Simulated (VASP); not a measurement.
A run of VASP 6.6.1 is set up as follows.

The input INCAR:

```
PREC     = Accurate       # precision mode
ENCUT    = 520            # plane-wave cutoff, eV
EDIFF    = 1E-6           # SCF threshold, eV
ISMEAR   = -1             # smearing method
SIGMA    = 0.1            # smearing width, eV
LREAL    = F              # projectors in reciprocal space
LASPH    = T              # aspherical terms in the spheres
NELM     = 80             # most SCF steps
ALGO     = Normal         # electronic algorithm
ISIF     = 2              # what is computed and relaxed
LWAVE    = F              # write WAVECAR
LCHARG   = T              # write CHGCAR
GGA      = PS             # functional
LELF     = T              # ELF
LVHAR    = T            
NBANDS   = 8              # bands
```

File KPOINTS:

```
regular mesh
0
Gamma
  16 16 16
```

Contents of POSCAR:

```
Al
1.0
    0.0000000000      1.7651934239      1.7651934239
    1.7651934239      0.0000000000      1.7651934239
    1.7651934239      1.7651934239      0.0000000000
Al
1
Direct
    0.0000000000      0.0000000000      0.0000000000
```

Potentials or basis: VASP PAW PBE potentials, release 64 (Al).

Run with:

```sh
$ cat potpaw_PBE.64/Al/POTCAR > POTCAR
$ mpirun -np 1 vasp_std > vasp.out
```

Task: Estimate the pressure.

Result: 73.6 GPa.

Caveat: the PAW data sets were made with another functional, which shifts forces and pressure a little.
